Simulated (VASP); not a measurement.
# BN (P1) in VASP: single point with PBEsol

Aim: the single point of BN with PBEsol.

Program: VASP 6.6.1. These are calculated values, not measurements. Logs are shortened: lines on timing, memory, paths and dates and some standing lists are left out, and cuts for length are marked.

### Step 1. The cell of the first run

The typed cell holds 2 atoms: a = 2.508 Å, b = 2.508 Å, c = 3.274 Å, α = 101.11°, β = 101.11°, γ = 119.81°.

### Step 2. Single point, PBEsol

File INCAR:

```
SYSTEM = BN
  PREC = Accurate
  ENCUT = 600
  EDIFF = 1E-6
  ISMEAR = 0
  SIGMA = 0.01
  LREAL = .False.
  LASPH = .True.
  NELM = 120
  ALGO = Normal
  ISIF = 2
  LWAVE = .False.
  LCHARG = .True.
  GGA = PS
  LELF = .True.
  LVHAR = .True.
  NBANDS = 11
  GGA_COMPAT = .False.
```

File KPOINTS:

```
Automatic mesh
0
Gamma
  4 4 3
  0 0 0
```

File POSCAR:

```
BN
1.0
    2.5080410000      0.0000000000      0.0000000000
   -1.2467106309      2.1762312056      0.0000000000
   -0.6306654168     -1.0881160036      3.0225402544
B N
1 1
Direct
    0.9796430000      0.9834990000      0.0018060000
    0.6685060000      0.3323850000      0.9849990000
```

Potentials or basis: VASP PAW PBE potentials, release 64 (B, N).

Started as:

```bash
$ cat potpaw_PBE.64/B/POTCAR potpaw_PBE.64/N/POTCAR > POTCAR
$ mpirun -np 1 vasp_std > vasp.out
```

OUTCAR:

```text
SYSTEM = BN
   PREC = Accurate
   ENCUT = 600
   EDIFF = 1E-6
   ISMEAR = 0
   LREAL = .False.
   LASPH = .True.
   NELM = 120
   ISIF = 2
   GGA = PS

 ion  position               nearest neighbor table
   1  0.980  0.983  0.002-   2 1.40   2 1.43   2 1.52
   2  0.669  0.332  0.985-   1 1.40   1 1.43   1 1.52

  LATTYP: Found a face centered orthorhombic cell.
 ALAT       =     2.5153402474
 B/A-ratio  =     1.7253459197
 C/A-ratio  =     2.4032854064

  Lattice vectors:

 A1 = (  -1.8773760477,   1.0881152020,   3.0225402544)
 A2 = (   0.6306649523,   1.0881152020,   3.0225402544)
 A3 = (  -1.2467106309,   2.1762312056,   0.0000000000)

Analysis of symmetry for initial positions (statically):
=====================================================================
 Subroutine PRICEL returns:
 Original cell was already a primitive cell.

 Routine SETGRP: Setting up the symmetry group for a
 face centered orthorhombic supercell.

 Subroutine GETGRP returns: Found  1 space group operations
 (whereof  1 operations were pure point group operations)
 out of a pool of  8 trial point group operations.

The static configuration has the point symmetry C_1 .

Analysis of symmetry for dynamics (positions and initial velocities):
=====================================================================
 Subroutine PRICEL returns:
 Original cell was already a primitive cell.

 Routine SETGRP: Setting up the symmetry group for a
 face centered orthorhombic supercell.

 Subroutine GETGRP returns: Found  1 space group operations
 (whereof  1 operations were pure point group operations)
 out of a pool of  8 trial point group operations.

The dynamic configuration has the point symmetry C_1 .

 Subroutine INISYM returns: Found  1 space group operations
 (whereof  1 operations are pure point group operations),
 and found     1 'primitive' translations

----------------------------------------------------------------------------------------

                                     Primitive cell

  volume of cell :      16.4973

  direct lattice vectors                    reciprocal lattice vectors
     2.508041000  0.000000000  0.000000000     0.398717565  0.228415724  0.165423830
    -1.246710631  2.176231206  0.000000000     0.000000000  0.459509999  0.165423830
    -0.630665417 -1.088116004  3.022540254     0.000000000  0.000000000  0.330847537

  length of vectors
     2.508041000  2.508041000  3.273757000     0.488379446  0.488379446  0.330847537

  position of ions in fractional coordinates (direct lattice)
     0.979643000  0.983499000  0.001806000
     0.668506000  0.332385000  0.984999000

  ion indices of the primitive-cell ions
   primitive index   ion index
                 1           1
                 2           2

----------------------------------------------------------------------------------------

 KPOINTS: Automatic mesh

Automatic generation of k-mesh.
 Grid dimensions read from file:
 generate k-points for:    4    4    3

 Generating k-lattice:

  Cartesian coordinates                     Fractional coordinates (reciprocal lattice)
     0.099679391  0.057103931  0.041355957     0.250000000 -0.000000000  0.000000000
     0.000000000  0.114877500  0.041355957     0.000000000  0.250000000  0.000000000
     0.000000000  0.000000000  0.110282512     0.000000000  0.000000000  0.333333333

  Length of vectors
     0.122094861  0.122094861  0.110282512

  Shift w.r.t. Gamma in fractional coordinates (k-lattice)
     0.000000000  0.000000000  0.000000000

 -----------------------------------------------------------------------------
|                                                                             |
|           W    W    AA    RRRRR   N    N  II  N    N   GGGG   !!!           |
|           W    W   A  A   R    R  NN   N  II  NN   N  G    G  !!!           |
|           W    W  A    A  R    R  N N  N  II  N N  N  G       !!!           |
|           W WW W  AAAAAA  RRRRR   N  N N  II  N  N N  G  GGG   !            |
|           WW  WW  A    A  R   R   N   NN  II  N   NN  G    G                |
|           W    W  A    A  R    R  N    N  II  N    N   GGGG   !!!           |
|                                                                             |
|     Your reciprocal lattice and k-lattice belong to different lattice       |
|     classes:                                                                |
|                                                                             |
|        The reciprocal lattice is body-centered orthorhombic,                |
|        whereas your k-lattice is base-centered monoclinic.                  |
|                                                                             |
|     Results are often still useful ...                                      |
|                                                                             |
 -----------------------------------------------------------------------------

 WARNING: IBZKPT: internal override: KBLOWUP is changed to .FALSE.
      ... skipping the blow-up phase ...

 Subroutine IBZKPT returns following result:
 ===========================================

 Found     26 irreducible k-points:

 Following reciprocal coordinates:
            Coordinates               Weight
  0.000000  0.000000  0.000000      1.000000
  0.250000  0.000000  0.000000      2.000000
  0.500000  0.000000  0.000000      1.000000
  0.000000  0.250000  0.000000      2.000000
  0.250000  0.250000  0.000000      2.000000
  0.500000  0.250000  0.000000      2.000000
[... 16 lines left out ...]
  0.000000 -0.250000  0.333333      2.000000
  0.250000 -0.250000  0.333333      2.000000
 [... further k-points ...]
   k-points           NKPTS =     26   k-points in BZ     NKDIM =     26   number of bands    NBANDS=     11
   number of dos      NEDOS =    301   number of ions     NIONS =      2
   total plane-waves  NPLWV =  11200
   dimension x,y,z NGX =    20 NGY =   20 NGZ =   28
   dimension x,y,z NGXF=    40 NGYF=   40 NGZF=   56
   ions per type =               1   1
   NGX,Y,Z   is equivalent  to a cutoff of  13.26, 13.26, 14.22 a.u.
   NGXF,Y,Z  is equivalent  to a cutoff of  26.51, 26.51, 28.44 a.u.
 SYSTEM =  BN
   PREC   = accura    normal or accurate (medium, high low for compatibility)
   ISTART =      0    job   : 0-new  1-cont  2-samecut
   ICHARG =      2    charge: 1-file 2-atom 10-const
   ISPIN  =      1    spin polarized calculation?
   LNONCOLLINEAR =      F non collinear calculations
   LSORBIT =      F    spin-orbit coupling
   LASPH  =      T    aspherical Exc in radial PAW
   ENCUT  =  600.0 eV  44.10 Ry    6.64 a.u.   5.01  5.01  6.54*2*pi/ulx,y,z
   NELM   =    120;   NELMIN=  2; NELMDL= -5     # of ELM steps
   EDIFF  = 0.1E-05   stopping-criterion for ELM
   LREAL  =      F    real-space projection
   EDIFFG = 0.1E-04   stopping-criterion for IOM
   NSW    =      0    number of steps for IOM
   IBRION =     -1    ionic relax: 0-MD 1-quasi-New 2-CG
   NFREE  =      0    steps in history (QN), initial steepest desc. (CG)
   ISIF   =      2    stress and relaxation
   ISYM   =      2    0-nonsym 1-usesym 2-fastsym
   POTIM  = 0.5000    time-step for ionic-motion
   TEBEG  =    0.0;   TEEND  =   0.0 temperature during run
   PSTRESS=    0.0 pullay stress
   NELECT =       8.0000    total number of electrons
   NUPDOWN=      -1.0000    fix difference up-down
   EMIN   =  10.00;   EMAX   =-10.00  energy-range for DOS
   EFERMI =   0.00;   METHOD = LEGACY
   ISMEAR =     0;   SIGMA  =   0.01  broadening in eV -4-tet -1-fermi 0-gaus
   EFERMI_NEDOS =   21; number of points for ismear=-14 and -15
   IALGO  =     38    algorithm
   IMIX   =      4    mixing-type and parameters
     AMIX     =   0.40;   BMIX     =  1.00
     AMIX_MAG =   1.60;   BMIX_MAG =  1.00
  volume/ion in A,a.u.               =       8.25        55.66
  Fermi-wavevector in a.u.,A,eV,Ry     =   1.286177  2.430523 22.507472  1.654253
  Thomas-Fermi vector in A             =   2.418268
   LORBIT       =      0    0 simple, 1 ext, 2 COOP (PROOUT), +10 PAW based schemes
   GGA     = PS    functional components
   LHFCALC =     F    Hartree Fock is set to
   AEXX    =    0.0000 exact exchange contribution
   IVDW    =     0    specifies the selected vdW correction
   LEPSILON=     F    determine dielectric tensor
   LRPA    =     F    only Hartree local field effects (RPA)
 non-spin polarized calculation
 Gauss-broadening in eV      SIGMA  =   0.01
  energy-cutoff  :      600.00
  volume of cell :       16.50
 maximum number of plane-waves:       568
   NGX =  9   NGY =  9   NGZ = 13

 number of electron       8.0000000 magnetization

 Free energy of the ion-electron system (eV)
  ---------------------------------------------------
  ext. energy  EPLUGINS =         0.00000000
  ---------------------------------------------------
  free energy    TOTEN  =       -18.11950681 eV

  energy without entropy =      -18.11950681  energy(sigma->0) =      -18.11950681

 E-fermi :   3.2989     XC(G=0): -10.9159

 val. band max:        3.1879880009   @ k =   0.5000   0.5000   0.0000
 cond. band min:       6.7025430867   @ k =   0.5000   0.5000   0.3333
 fundamental gap:      3.5145550857
 Fermi energy:         3.2988701568

 k-point     1 :       0.0000    0.0000    0.0000
  band No.  band energies     occupation
      1     -14.9097      2.00000
      2      -0.4748      2.00000
      3       0.8938      2.00000
      4       2.5114      2.00000
      5       8.6156      0.00000
      6      13.4874      0.00000
      7      15.5743      0.00000
      8      16.2036      0.00000
      9      18.1633      0.00000
     10      28.3983      0.00000
     11      30.3677      0.00000

 k-point     2 :       0.2500    0.0000    0.0000
  band No.  band energies     occupation
      1     -13.6260      2.00000
      2      -1.7211      2.00000
      3      -0.4380      2.00000
      4       0.2698      2.00000
      5      10.7995      0.00000
      6      12.7632      0.00000
      7      14.1830      0.00000
      8      19.7084      0.00000
      9      20.6721      0.00000
     10      23.2008      0.00000
     11      28.0544      0.00000
[... 295 lines left out ...]
 k-point    24 :       0.2500   -0.2500    0.3333
  band No.  band energies     occupation
      1     -13.3443      2.00000
      2      -2.2741      2.00000
      3      -1.4271      2.00000
      4       0.2863      2.00000
      5      11.2190      0.00000
      6      13.0232      0.00000
      7      17.1478      0.00000
      8      18.9840      0.00000
      9      20.1194      0.00000
     10      25.4018      0.00000
     11      28.8842      0.00000

 [... further k-points ...]
[... 5 lines left out ...]
  --------------------------------------------------------------------------------------
  -------------------------------------------------------------------------------------
  Total       -0.6714304      0.6417830      0.5299956     -0.5799369      0.0833868      0.0422417
  in kB      -65.2078381     62.3285494     51.4720097    -56.3221989      8.0983394      4.1024256
  external PRESSURE =      16.1975737 kB  Pullay stress =       0.0000000 kB

 VOLUME and BASIS-vectors are now :
 -----------------------------------------------------------------------------
  energy-cutoff  :      600.00
  volume of cell :       16.50
      direct lattice vectors                 reciprocal lattice vectors
     2.508041000  0.000000000  0.000000000     0.398717565  0.228415724  0.165423830
    -1.246710631  2.176231206  0.000000000     0.000000000  0.459509999  0.165423830
    -0.630665417 -1.088116004  3.022540254     0.000000000  0.000000000  0.330847537

 POSITION                                       TOTAL-FORCE (eV/Angst)
 -----------------------------------------------------------------------------------
      1.22971      2.13836      0.00546         1.712407      2.121278     -0.596749
      0.64105     -0.34845      2.97720        -1.712407     -2.121278      0.596749
 -----------------------------------------------------------------------------------
    total drift:                               -0.000239     -0.000064     -0.000154

  FREE ENERGIE OF THE ION-ELECTRON SYSTEM (eV)
  ---------------------------------------------------
  free  energy   TOTEN  =       -18.1195068054 eV

  energy  without entropy=      -18.1195068054  energy(sigma->0) =      -18.11950681
```

Run time: 3.9 s. Hardware: 1 thread of Intel Xeon 6975P-C, shared host; peak memory 0.12 GiB.

Results:

| Item | Value |
| --- | --- |
| Free energy | -18.1195 eV |
| Pressure | 1.6 GPa |
| Largest force | 2.791 eV/Å |
| Band gap on the k mesh | 3.51 eV, indirect (least direct gap 4.78 eV) |

Forces in eV/Å, atoms in the order of the input:
```
B    1.712  2.121 -0.597
N   -1.712 -2.121  0.597
```

Caveat: the k points lie up to 0.77 Å⁻¹ apart; the PAW data sets were made with another functional, which shifts forces and pressure a little. A k mesh can miss the band edges.
